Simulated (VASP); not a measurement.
# C (Im-3m) in VASP: single point with LDA

Aim: the single point of C with LDA.

Everything below comes from runs of VASP 6.6.1. Logs are shortened: lines on timing, memory, paths and dates and some standing lists are left out, and cuts for length are marked.

## (1) The cell of the first run

The structure is cubic, space group Im-3m (No. 229). The conventional cell has a = 4.843 Å, b = 4.843 Å, c = 4.843 Å, α = 90.00°, β = 90.00°, γ = 90.00°. C (site symmetry 3m) has 4 C at 1.47 to 1.58 Å within 2.0 Å.

## (2) Single point, LDA

File INCAR:

```
PREC     = Accurate       # precision mode
ENCUT    = 520            # plane-wave cutoff, eV
EDIFF    = 1E-7           # SCF threshold, eV
ISMEAR   = -1             # smearing method
SIGMA    = 0.1            # smearing width, eV
LREAL    = F              # projectors in reciprocal space
LASPH    = T              # aspherical terms in the spheres
NELM     = 60             # most SCF steps
ALGO     = Normal         # electronic algorithm
ISIF     = 2              # what is computed and relaxed
LWAVE    = F              # write WAVECAR
LCHARG   = F              # write CHGCAR
NBANDS   = 26             # bands
```

File KPOINTS:

```
Automatic mesh
0
Gamma
  6 6 6
```

File POSCAR:

```
C
1.0
   -2.4217200000      2.4217200000      2.4217200000
    2.4217200000     -2.4217200000      2.4217200000
    2.4217200000      2.4217200000     -2.4217200000
C
8
Direct
    0.3253070000      0.0000000000      0.0000000000
    0.6746930000      0.6746930000      0.6746930000
    0.0000000000      0.3253070000      0.0000000000
    0.0000000000      0.0000000000      0.3253070000
    0.0000000000      0.6746930000      0.0000000000
    0.3253070000      0.3253070000      0.3253070000
    0.6746930000      0.0000000000      0.0000000000
    0.0000000000      0.0000000000      0.6746930000
```

Potentials or basis: VASP PAW LDA potentials, release 64 (C).

Run with:

```bash
cat potpaw_LDA.64/C/POTCAR > POTCAR
mpirun -np 1 vasp_std > vasp.out
```

OUTCAR:

```text
PREC = Accurate
   ENCUT = 520
   EDIFF = 1E-7
   ISMEAR = -1
   LREAL = F
   LASPH = T
   NELM = 60
   ISIF = 2

 ion  position               nearest neighbor table
   1  0.325  0.000  0.000-   7 1.47   6 1.58   5 1.58   8 1.58
   2  0.675  0.675  0.675-   6 1.47   5 1.58   7 1.58   8 1.58
   3  0.000  0.325  0.000-   5 1.47   6 1.58   7 1.58   8 1.58
   4  0.000  0.000  0.325-   8 1.47   6 1.58   7 1.58   5 1.58
   5  0.000  0.675  0.000-   3 1.47   2 1.58   1 1.58   4 1.58
   6  0.325  0.325  0.325-   2 1.47   1 1.58   3 1.58   4 1.58
   7  0.675  0.000  0.000-   1 1.47   2 1.58   3 1.58   4 1.58
   8  0.000  0.000  0.675-   4 1.47   2 1.58   3 1.58   1 1.58

  LATTYP: Found a body centered cubic cell.
 ALAT       =     4.8434400000

  Lattice vectors:

 A1 = (  -2.4217200000,   2.4217200000,   2.4217200000)
 A2 = (   2.4217200000,  -2.4217200000,   2.4217200000)
 A3 = (   2.4217200000,   2.4217200000,  -2.4217200000)

Analysis of symmetry for initial positions (statically):
=====================================================================
 Subroutine PRICEL returns:
 Original cell was already a primitive cell.

 Routine SETGRP: Setting up the symmetry group for a
 body centered cubic supercell.

 Subroutine GETGRP returns: Found 48 space group operations
 (whereof 48 operations were pure point group operations)
 out of a pool of 48 trial point group operations.

The static configuration has the point symmetry O_h .

Analysis of symmetry for dynamics (positions and initial velocities):
=====================================================================
 Subroutine PRICEL returns:
 Original cell was already a primitive cell.

 Routine SETGRP: Setting up the symmetry group for a
 body centered cubic supercell.

 Subroutine GETGRP returns: Found 48 space group operations
 (whereof 48 operations were pure point group operations)
 out of a pool of 48 trial point group operations.

The dynamic configuration has the point symmetry O_h .

 Subroutine INISYM returns: Found 48 space group operations
 (whereof 48 operations are pure point group operations),
 and found     1 'primitive' translations

----------------------------------------------------------------------------------------

[... 96 lines left out ...]
   LREAL  =      F    real-space projection
   EDIFFG = 0.1E-05   stopping-criterion for IOM
   NSW    =      0    number of steps for IOM
   IBRION =     -1    ionic relax: 0-MD 1-quasi-New 2-CG
   NFREE  =      0    steps in history (QN), initial steepest desc. (CG)
   ISIF   =      2    stress and relaxation
   ISYM   =      2    0-nonsym 1-usesym 2-fastsym
   POTIM  = 0.5000    time-step for ionic-motion
   TEBEG  =    0.0;   TEEND  =   0.0 temperature during run
   PSTRESS=    0.0 pullay stress
   NELECT =      32.0000    total number of electrons
   NUPDOWN=      -1.0000    fix difference up-down
   EMIN   =  10.00;   EMAX   =-10.00  energy-range for DOS
   EFERMI =   0.00;   METHOD = LEGACY
   ISMEAR =    -1;   SIGMA  =   0.10  broadening in eV -4-tet -1-fermi 0-gaus
   EFERMI_NEDOS =   21; number of points for ismear=-14 and -15
   IALGO  =     38    algorithm
   IMIX   =      4    mixing-type and parameters
     AMIX     =   0.40;   BMIX     =  1.00
     AMIX_MAG =   1.60;   BMIX_MAG =  1.00
  volume/ion in A,a.u.               =       7.10        47.92
  Fermi-wavevector in a.u.,A,eV,Ry     =   1.352013  2.554934 24.870626  1.827939
  Thomas-Fermi vector in A             =   2.479387
   LORBIT       =      0    0 simple, 1 ext, 2 COOP (PROOUT), +10 PAW based schemes
   GGA     = CA    functional components
   LHFCALC =     F    Hartree Fock is set to
   AEXX    =    0.0000 exact exchange contribution
   IVDW    =     0    specifies the selected vdW correction
   LEPSILON=     F    determine dielectric tensor
   LRPA    =     F    only Hartree local field effects (RPA)
 non-spin polarized calculation
  energy-cutoff  :      520.00
  volume of cell :       56.81
 maximum number of plane-waves:      1566
   NGX = 15   NGY = 15   NGZ = 15

 number of electron      32.0000003 magnetization

 Free energy of the ion-electron system (eV)
  ---------------------------------------------------
  ext. energy  EPLUGINS =         0.00000000
  ---------------------------------------------------
  free energy    TOTEN  =       -75.27280653 eV

  energy without entropy =      -75.27280644  energy(sigma->0) =      -75.27280648

 E-fermi :   8.0867     XC(G=0): -11.9486

 val. band max:        6.6960400037   @ k =   0.5000   0.5000   0.5000
 cond. band min:       9.5872270862   @ k =   0.1667   0.1667   0.1667
 fundamental gap:      2.8911870825
 Fermi energy:         8.0866612941

 k-point     1 :       0.0000    0.0000    0.0000
  band No.  band energies     occupation
      1     -14.1429      2.00000
      2      -6.0016      2.00000
      3      -6.0016      2.00000
      4      -6.0016      2.00000
      5      -4.9707      2.00000
      6      -4.9707      2.00000
[... 453 lines left out ...]
     25      16.1335      0.00000
     26      16.1335      0.00000

------------------------ aborting loop because EDIFF is reached ----------------------------------------

  FORCE on cell =-STRESS in cart. coord.  units (eV):
  Direction    XX          YY          ZZ          XY          YZ          ZX
  --------------------------------------------------------------------------------------
  -------------------------------------------------------------------------------------
  Total       -1.2657865     -1.2657865     -1.2657865      0.0000000      0.0000000     -0.0000000
  in kB      -35.6976212    -35.6976212    -35.6976212      0.0000000      0.0000000     -0.0000000
  external PRESSURE =     -35.6976212 kB  Pullay stress =       0.0000000 kB

 VOLUME and BASIS-vectors are now :
 -----------------------------------------------------------------------------
  energy-cutoff  :      520.00
  volume of cell :       56.81
      direct lattice vectors                 reciprocal lattice vectors
    -2.421720000  2.421720000  2.421720000     0.000000000  0.206464827  0.206464827
     2.421720000 -2.421720000  2.421720000     0.206464827  0.000000000  0.206464827
     2.421720000  2.421720000 -2.421720000     0.206464827  0.206464827  0.000000000

 POSITION                                       TOTAL-FORCE (eV/Angst)
 -----------------------------------------------------------------------------------
     -0.78780      0.78780      0.78780        -0.022142      0.022142      0.022142
      1.63392      1.63392      1.63392        -0.022142     -0.022142     -0.022142
      0.78780     -0.78780      0.78780         0.022142     -0.022142      0.022142
      0.78780      0.78780     -0.78780         0.022142      0.022142     -0.022142
      1.63392     -1.63392      1.63392        -0.022142      0.022142     -0.022142
      0.78780      0.78780      0.78780         0.022142      0.022142      0.022142
     -1.63392      1.63392      1.63392         0.022142     -0.022142     -0.022142
      1.63392      1.63392     -1.63392        -0.022142     -0.022142      0.022142
 -----------------------------------------------------------------------------------
    total drift:                                0.000000      0.000000     -0.000000

  FREE ENERGIE OF THE ION-ELECTRON SYSTEM (eV)
  ---------------------------------------------------
  free  energy   TOTEN  =       -75.2728065281 eV

  energy  without entropy=      -75.2728064380  energy(sigma->0) =      -75.27280648
```

OSZICAR:

```text
N       E                     dE             d eps       ncg     rms          rms(c)
DAV:   1     0.782269770639E+02    0.78227E+02   -0.16495E+04   832   0.117E+03
DAV:   2    -0.728302937965E+02   -0.15106E+03   -0.13971E+03  1120   0.236E+02
DAV:   3    -0.793165631020E+02   -0.64863E+01   -0.64214E+01  1094   0.440E+01
DAV:   4    -0.794016882141E+02   -0.85125E-01   -0.84936E-01  1096   0.570E+00
DAV:   5    -0.794038899559E+02   -0.22017E-02   -0.22004E-02  1116   0.853E-01    0.114E+01
DAV:   6    -0.762331655127E+02    0.31707E+01   -0.27317E+00   992   0.834E+00    0.645E+00
DAV:   7    -0.752777635833E+02    0.95540E+00   -0.22979E+00  1028   0.781E+00    0.181E+00
DAV:   8    -0.752728815779E+02    0.48820E-02   -0.13283E-01   974   0.212E+00    0.466E-01
DAV:   9    -0.752730928553E+02   -0.21128E-03   -0.10865E-02  1070   0.577E-01    0.136E-01
DAV:  10    -0.752728156309E+02    0.27722E-03   -0.17611E-03  1064   0.225E-01    0.321E-02
DAV:  11    -0.752728173735E+02   -0.17426E-05   -0.37990E-05  1030   0.391E-02    0.246E-02
DAV:  12    -0.752728064300E+02    0.10943E-04   -0.31233E-05  1016   0.293E-02    0.355E-03
DAV:  13    -0.752728065281E+02   -0.98091E-07   -0.94071E-07  1046   0.531E-03
   1 F= -.75272807E+02 E0= -.75272806E+02  d E =-.900691E-07
```

stdout:

```text
POSCAR found type information on POSCAR C
 POSCAR found :  1 types and       8 ions
 scaLAPACK will be used
 LDA part: xc-table for (Slater(with rela. corr.)+CA(PZ))
 , standard interpolation
 POSCAR, INCAR and KPOINTS ok, starting setup
 FFT: planning ... GRIDC
 FFT: planning ... GRID_SOFT
 FFT: planning ... GRID
 WAVECAR not read
 entering main loop
```

Run time: 18 s. Hardware: 1 thread of Intel Xeon 8259CL, shared host; peak memory 0.15 GiB.

What came out:

```yaml
Free_energy: -75.2728 eV
Pressure: -3.6 GPa
Largest_force: 0.038 eV/Å
Band_gap_on_the_k_mesh: 2.89 eV, indirect (least direct gap 3.79 eV)
```

Forces in eV/Å, atoms in the order of the input:
```
C   -0.022  0.022  0.022
C   -0.022 -0.022 -0.022
C    0.022 -0.022  0.022
C    0.022  0.022 -0.022
C   -0.022  0.022 -0.022
C    0.022  0.022  0.022
C    0.022 -0.022 -0.022
C   -0.022 -0.022  0.022
```

A k mesh can miss the band edges. As with any semilocal functional, this LDA gap is likely too small.
